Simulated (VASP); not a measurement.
# NbRu (P4/mmm) in VASP: notebook

Runs on NbRu. Level: LDA. Tasks: single point, relaxation of cell and atoms.

Everything below comes from runs of VASP 6.6.1. Logs are shortened: lines on timing, memory, paths and dates and some standing lists are left out, and cuts for length are marked.

## (1) The cell of the first run

It takes space group P4/mmm (No. 123, tetragonal). Conventional cell: a = 3.005 Å, b = 3.005 Å, c = 3.365 Å, α = 90.00°, β = 90.00°, γ = 90.00°. Within 3.6 Å of Nb (site symmetry 4/mmm) lie 8 Ru at 2.71 Å and 6 Nb at 3.00 to 3.36 Å. Within 3.6 Å of Ru (site symmetry 4/mmm) lie 8 Nb at 2.71 Å and 6 Ru at 3.00 to 3.36 Å.

## (2) Single point, LDA

The input, INCAR:

```
PREC     = Accurate       # precision mode
ENCUT    = 520            # plane-wave cutoff, eV
EDIFF    = 1E-6           # SCF threshold, eV
ISMEAR   = 0              # smearing method
SIGMA    = 0.1            # smearing width, eV
LREAL    = F              # projectors in reciprocal space
LASPH    = T              # aspherical terms in the spheres
NELM     = 100            # most SCF steps
ALGO     = Normal         # electronic algorithm
ISIF     = 2              # what is computed and relaxed
LWAVE    = F              # write WAVECAR
LCHARG   = F              # write CHGCAR
GGA      = CA             # functional
NBANDS   = 20             # bands
```

The input, KPOINTS:

```
regular mesh
0
Gamma
  14 14 12
```

The input, POSCAR:

```
NbRu
1.0
    3.0046071184      0.0000000000      0.0000000000
    0.0000000000      3.0046071184      0.0000000000
    0.0000000000      0.0000000000      3.3646886221
Nb Ru
1 1
Direct
    0.0000000000      0.0000000000      0.0000000000
    0.5000000000      0.5000000000      0.5000000000
```

Potentials or basis: VASP PAW LDA potentials, release 64 (Nb_sv, Ru_pv).

Command:

```bash
> cat potpaw_LDA.64/Nb_sv/POTCAR potpaw_LDA.64/Ru_pv/POTCAR > POTCAR
> mpirun -np 1 vasp_std > vasp.out
```

OUTCAR:

```text
PREC = Accurate
   ENCUT = 520
   EDIFF = 1E-6
   ISMEAR = 0
   LREAL = F
   LASPH = T
   NELM = 100
   ISIF = 2
   GGA = CA

 ion  position               nearest neighbor table
   1  0.000  0.000  0.000-   2 2.71   2 2.71   2 2.71   2 2.71   2 2.71   2 2.71   2 2.71   2 2.71

   2  0.500  0.500  0.500-   1 2.71   1 2.71   1 2.71   1 2.71   1 2.71   1 2.71   1 2.71   1 2.71

  LATTYP: Found a simple tetragonal cell.
 ALAT       =     3.0046071184
 C/A-ratio  =     1.1198431241

  Lattice vectors:

 A1 = (   3.0046071184,   0.0000000000,   0.0000000000)
 A2 = (   0.0000000000,   3.0046071184,   0.0000000000)
 A3 = (   0.0000000000,   0.0000000000,   3.3646886221)

Analysis of symmetry for initial positions (statically):
=====================================================================
 Subroutine PRICEL returns:
 Original cell was already a primitive cell.

 Routine SETGRP: Setting up the symmetry group for a
 simple tetragonal supercell.

 Subroutine GETGRP returns: Found 16 space group operations
 (whereof 16 operations were pure point group operations)
 out of a pool of 16 trial point group operations.

The static configuration has the point symmetry D_4h.

Analysis of symmetry for dynamics (positions and initial velocities):
=====================================================================
 Subroutine PRICEL returns:
 Original cell was already a primitive cell.

 Routine SETGRP: Setting up the symmetry group for a
 simple tetragonal supercell.

 Subroutine GETGRP returns: Found 16 space group operations
 (whereof 16 operations were pure point group operations)
 out of a pool of 16 trial point group operations.

The dynamic configuration has the point symmetry D_4h.

 Subroutine INISYM returns: Found 16 space group operations
 (whereof 16 operations are pure point group operations),
 and found     1 'primitive' translations

----------------------------------------------------------------------------------------

                                     Primitive cell

  volume of cell :      30.3753

  direct lattice vectors                    reciprocal lattice vectors
     3.004607118  0.000000000  0.000000000     0.332822216  0.000000000  0.000000000
     0.000000000  3.004607118  0.000000000     0.000000000  0.332822216  0.000000000
     0.000000000  0.000000000  3.364688622     0.000000000  0.000000000  0.297204322

  length of vectors
     3.004607118  3.004607118  3.364688622     0.332822216  0.332822216  0.297204322

  position of ions in fractional coordinates (direct lattice)
     0.000000000  0.000000000  0.000000000
     0.500000000  0.500000000  0.500000000

  ion indices of the primitive-cell ions
   primitive index   ion index
                 1           1
                 2           2

----------------------------------------------------------------------------------------

 KPOINTS: regular mesh

Automatic generation of k-mesh.
 Grid dimensions read from file:
 generate k-points for:   14   14   12

 Generating k-lattice:

  Cartesian coordinates                     Fractional coordinates (reciprocal lattice)
     0.023773015  0.000000000  0.000000000     0.071428571  0.000000000  0.000000000
     0.000000000  0.023773015  0.000000000     0.000000000  0.071428571  0.000000000
     0.000000000  0.000000000  0.024767027     0.000000000  0.000000000  0.083333333

  Length of vectors
     0.023773015  0.023773015  0.024767027

  Shift w.r.t. Gamma in fractional coordinates (k-lattice)
     0.000000000  0.000000000  0.000000000

 Subroutine IBZKPT returns following result:
 ===========================================

 Found    252 irreducible k-points:

 Following reciprocal coordinates:
            Coordinates               Weight
  0.000000  0.000000  0.000000      1.000000
  0.071429  0.000000  0.000000      4.000000
  0.142857  0.000000  0.000000      4.000000
  0.214286  0.000000  0.000000      4.000000
  0.285714  0.000000  0.000000      4.000000
  0.357143  0.000000  0.000000      4.000000
[... 16 lines left out ...]
  0.285714  0.214286  0.000000      8.000000
  0.357143  0.214286  0.000000      8.000000
 [... further k-points ...]
   k-points           NKPTS =    252   k-points in BZ     NKDIM =    252   number of bands    NBANDS=     20
   number of dos      NEDOS =    301   number of ions     NIONS =      2
   total plane-waves  NPLWV =  16128
   dimension x,y,z NGX =    24 NGY =   24 NGZ =   28
   dimension x,y,z NGXF=    48 NGYF=   48 NGZF=   56
   ions per type =               1   1
   NGX,Y,Z   is equivalent  to a cutoff of  13.28, 13.28, 13.83 a.u.
   NGXF,Y,Z  is equivalent  to a cutoff of  26.56, 26.56, 27.67 a.u.
 SYSTEM =  unknown system
   PREC   = accura    normal or accurate (medium, high low for compatibility)
   ISTART =      0    job   : 0-new  1-cont  2-samecut
   ICHARG =      2    charge: 1-file 2-atom 10-const
   ISPIN  =      1    spin polarized calculation?
   LNONCOLLINEAR =      F non collinear calculations
   LSORBIT =      F    spin-orbit coupling
   LASPH  =      T    aspherical Exc in radial PAW
   ENCUT  =  520.0 eV  38.22 Ry    6.18 a.u.   5.59  5.59  6.26*2*pi/ulx,y,z
   NELM   =    100;   NELMIN=  2; NELMDL= -5     # of ELM steps
   EDIFF  = 0.1E-05   stopping-criterion for ELM
   LREAL  =      F    real-space projection
   EDIFFG = 0.1E-04   stopping-criterion for IOM
   NSW    =      0    number of steps for IOM
   IBRION =     -1    ionic relax: 0-MD 1-quasi-New 2-CG
   NFREE  =      0    steps in history (QN), initial steepest desc. (CG)
   ISIF   =      2    stress and relaxation
   ISYM   =      2    0-nonsym 1-usesym 2-fastsym
   POTIM  = 0.5000    time-step for ionic-motion
   TEBEG  =    0.0;   TEEND  =   0.0 temperature during run
   PSTRESS=    0.0 pullay stress
   NELECT =      27.0000    total number of electrons
   NUPDOWN=      -1.0000    fix difference up-down
   EMIN   =  10.00;   EMAX   =-10.00  energy-range for DOS
   EFERMI =   0.00;   METHOD = LEGACY
   ISMEAR =     0;   SIGMA  =   0.10  broadening in eV -4-tet -1-fermi 0-gaus
   EFERMI_NEDOS =   21; number of points for ismear=-14 and -15
   IALGO  =     38    algorithm
   IMIX   =      4    mixing-type and parameters
     AMIX     =   0.40;   BMIX     =  1.00
     AMIX_MAG =   1.60;   BMIX_MAG =  1.00
  volume/ion in A,a.u.               =      15.19       102.49
  Fermi-wavevector in a.u.,A,eV,Ry     =   1.574065  2.974552 33.710892  2.477681
  Thomas-Fermi vector in A             =   2.675255
   LORBIT       =      0    0 simple, 1 ext, 2 COOP (PROOUT), +10 PAW based schemes
   GGA     = CA    functional components
   LHFCALC =     F    Hartree Fock is set to
   AEXX    =    0.0000 exact exchange contribution
   IVDW    =     0    specifies the selected vdW correction
   LEPSILON=     F    determine dielectric tensor
   LRPA    =     F    only Hartree local field effects (RPA)
 non-spin polarized calculation
 Gauss-broadening in eV      SIGMA  =   0.10
  energy-cutoff  :      520.00
  volume of cell :       30.38
 maximum number of plane-waves:       836
 NGX is ok and might be reduce to    24
   NGX = 11   NGY = 11   NGZ = 13

 number of electron      27.0000000 magnetization

 Free energy of the ion-electron system (eV)
  ---------------------------------------------------
  ext. energy  EPLUGINS =         0.00000000
  ---------------------------------------------------
  free energy    TOTEN  =       -22.28629686 eV

  energy without entropy =      -22.27472753  energy(sigma->0) =      -22.28051219

 E-fermi :  12.8819     XC(G=0): -13.6674

 val. band max:       12.8743759245   @ k =   0.5000   0.0714   0.2500
 cond. band min:      12.8826243560   @ k =   0.1429   0.1429   0.2500
 fundamental gap:      0.0082484315
 Fermi energy:        12.8818825778

 k-point     1 :       0.0000    0.0000    0.0000
  band No.  band energies     occupation
      1     -42.1314      2.00000
      2     -29.8154      2.00000
      3     -29.7316      2.00000
      4     -29.7316      2.00000
      5     -18.2442      2.00000
      6     -18.0543      2.00000
[... 12 lines left out ...]
     19      19.9391      0.00000
     20      22.8934      0.00000

 k-point     2 :       0.0714    0.0000    0.0000
  band No.  band energies     occupation
      1     -42.1286      2.00000
      2     -29.8139      2.00000
      3     -29.7403      2.00000
      4     -29.7304      2.00000
      5     -18.2436      2.00000
      6     -18.0886      2.00000
[... 12 lines left out ...]
     19      20.6110      0.00000
     20      22.5176      0.00000

 k-point     3 :       0.1429    0.0000    0.0000
  band No.  band energies     occupation
      1     -42.1208      2.00000
      2     -29.8095      2.00000
      3     -29.7645      2.00000
      4     -29.7272      2.00000
      5     -18.2420      2.00000
      6     -18.1841      2.00000
[... 12 lines left out ...]
     19      21.5888      0.00000
     20      21.9889      0.00000

 k-point     4 :       0.2143    0.0000    0.0000
  band No.  band energies     occupation
      1     -42.1096      2.00000
      2     -29.8033      2.00000
      3     -29.7994      2.00000
      4     -29.7224      2.00000
      5     -18.3197      2.00000
      6     -18.2396      2.00000
[... 12 lines left out ...]
     19      20.4544      0.00000
     20      23.5934      0.00000

 k-point     5 :       0.2857    0.0000    0.0000
  band No.  band energies     occupation
      1     -42.0971      2.00000
      2     -29.8378      2.00000
      3     -29.7963      2.00000
      4     -29.7172      2.00000
      5     -18.4673      2.00000
      6     -18.2370      2.00000
[... 12 lines left out ...]
     19      19.3982      0.00000
     20      23.1604      0.00000
[... 353 lines left out ...]
      6     -18.2180      2.00000
[... 12 lines left out ...]
     19      18.4099      0.00000
     20      23.1599      0.00000

 k-point    22 :       0.2143    0.2143    0.0000
  band No.  band energies     occupation
      1     -42.0863      2.00000
      2     -29.8028      2.00000
      3     -29.7927      2.00000
      4     -29.7877      2.00000
      5     -18.3160      2.00000
      6     -18.2650      2.00000
[... 12 lines left out ...]
     19      21.7408      0.00000
     20      23.6595      0.00000

 k-point    23 :       0.2857    0.2143    0.0000
  band No.  band energies     occupation
      1     -42.0729      2.00000
      2     -29.8378      2.00000
      3     -29.7917      2.00000
      4     -29.7866      2.00000
      5     -18.4325      2.00000
      6     -18.2698      2.00000
[... 12 lines left out ...]
     19      20.7679      0.00000
     20      23.2145      0.00000

 k-point    24 :       0.3571    0.2143    0.0000
  band No.  band energies     occupation
      1     -42.0607      2.00000
      2     -29.8739      2.00000
      3     -29.7905      2.00000
      4     -29.7812      2.00000
      5     -18.5519      2.00000
      6     -18.2575      2.00000
[... 12 lines left out ...]
     19      19.5927      0.00000
     20      23.1679      0.00000

 [... further k-points ...]
[... 5 lines left out ...]
  --------------------------------------------------------------------------------------
  -------------------------------------------------------------------------------------
  Total        0.0618607      0.0618607      0.0560190      0.0000000      0.0000000      0.0000000
  in kB        3.2629099      3.2629099      2.9547815      0.0000000      0.0000000      0.0000000
  external PRESSURE =       3.1602004 kB  Pullay stress =       0.0000000 kB

 VOLUME and BASIS-vectors are now :
 -----------------------------------------------------------------------------
  energy-cutoff  :      520.00
  volume of cell :       30.38
      direct lattice vectors                 reciprocal lattice vectors
     3.004607118  0.000000000  0.000000000     0.332822216  0.000000000  0.000000000
     0.000000000  3.004607118  0.000000000     0.000000000  0.332822216  0.000000000
     0.000000000  0.000000000  3.364688622     0.000000000  0.000000000  0.297204322

 POSITION                                       TOTAL-FORCE (eV/Angst)
 -----------------------------------------------------------------------------------
      0.00000      0.00000      0.00000         0.000000      0.000000      0.000000
      1.50230      1.50230      1.68234         0.000000      0.000000      0.000000
 -----------------------------------------------------------------------------------
    total drift:                                0.000000      0.000000     -0.000000

  FREE ENERGIE OF THE ION-ELECTRON SYSTEM (eV)
  ---------------------------------------------------
  free  energy   TOTEN  =       -22.2862968592 eV

  energy  without entropy=      -22.2747275273  energy(sigma->0) =      -22.28051219
```

It took 92 s on 1 thread of AMD EPYC 7R13 (Zen 3), shared host; peak memory 0.22 GiB.

Results:

```
Free energy : -22.2863 eV
Pressure    : 0.3 GPa
```

## (3) Relaxation of cell and atoms, LDA

This run uses another cell than the first one, of 15.99 Å³/atom, 1.053 times its volume.

The input, INCAR:

```
SYSTEM = NbRu
  PREC = Accurate
  ENCUT = 600
  EDIFF = 1E-6
  ISMEAR = 0
  SIGMA = 0.1
  LREAL = .FALSE.
  LASPH = .TRUE.
  NELM = 100
  ALGO = Normal
  ISIF = 3
  LWAVE = .FALSE.
  LCHARG = .FALSE.
  GGA = CA
  IBRION = 2
  NSW = 70
  EDIFFG = -0.005
```

The input, KPOINTS:

```
regular mesh
0
G
  14 14 12
  0 0 0
```

The input, POSCAR:

```
NbRu
1.0
    3.0591201475      0.0000000000      0.0000000000
    0.0000000000      3.0591201475      0.0000000000
    0.0000000000      0.0000000000      3.4166985084
Nb Ru
1 1
Direct
    0.0000000000      0.0000000000      0.0000000000
    0.5000000000      0.5000000000      0.5000000000
```

Potentials or basis: VASP PAW LDA potentials, release 64 (Nb_sv, Ru_pv).

Command:

```bash
> cat potpaw_LDA.64/Nb_sv/POTCAR potpaw_LDA.64/Ru_pv/POTCAR > POTCAR
> mpirun -np 1 vasp_std > vasp.out
```

Run time: 8.6 min. Hardware: 1 thread of AMD EPYC 7R13 (Zen 3), shared host; peak memory 0.26 GiB.

The run converged. Its results:

```yaml
Free_energy: -22.2874 eV
Relaxed_volume: 15.20 Å³/atom
Relaxed_cell: a = 3.006 Å, b = 3.006 Å, c = 3.366 Å, α = 90.00°, β = 90.00°, γ = 90.00°
Space_group_after_relaxing_to_0.05_Å: P4/mmm (No. 123)
Energy_gained_by_relaxing: 31.0 meV/atom
Ionic_steps: 9
Pressure_after_relaxing: 0.0 GPa
```

Step by step:
```tsv
step	energy change (eV)	largest force (eV/Å)	pressure (GPa)	volume (Å³)
1	0.0000	0.0000	-12.11	31.97
2	0.4119	0.0000	45.78	26.70
3	-0.0617	0.0000	-0.69	30.49
4	-0.0619	0.0000	-0.11	30.42
5	-0.0619	0.0000	0.16	30.39
6	-0.0619	0.0000	-0.34	30.45
7	-0.0619	0.0000	-0.08	30.42
8	-0.0619	0.0000	-0.03	30.41
9	-0.0619	0.0000	0.01	30.41
```

Final structure:
```
Nb Ru
1.0
     3.00569    0.00000    0.00000
     0.00000    3.00569    0.00000
     0.00000    0.00000    3.36585
Nb Ru
1 1
Cartesian
  0.0000 0.0000 0.0000
  1.5028 1.5028 1.6829
```

Levels at points of the mesh, in eV from the Fermi level:
```csv
k point,band 9,band 10,band 11,band 12,band 13,band 14,band 15,band 16,band 17
"(0.00, 0.00, 0.00)",-5.94,-5.70,-2.38,-2.38,-1.40,0.27,1.69,3.82,4.03
"(0.50, 0.00, 0.00)",-3.72,-3.56,-2.49,-2.18,-1.86,-1.12,-0.91,0.21,1.94
"(0.50, 0.50, 0.00)",-5.69,-4.66,-4.66,0.48,1.26,2.13,2.13,2.80,4.40
"(0.00, 0.00, 0.50)",-4.33,-3.98,-2.67,-1.66,-1.66,-0.67,0.25,0.56,0.56
"(0.50, 0.00, 0.50)",-5.53,-3.46,-3.45,-0.85,0.71,0.81,1.20,1.38,3.65
"(0.50, 0.50, 0.50)",-3.28,-3.15,-3.15,-2.57,-2.57,-0.25,0.52,3.20,4.41
```

LDA usually gives volumes a few per cent too small. Zero-point motion and thermal expansion aren't in these numbers.
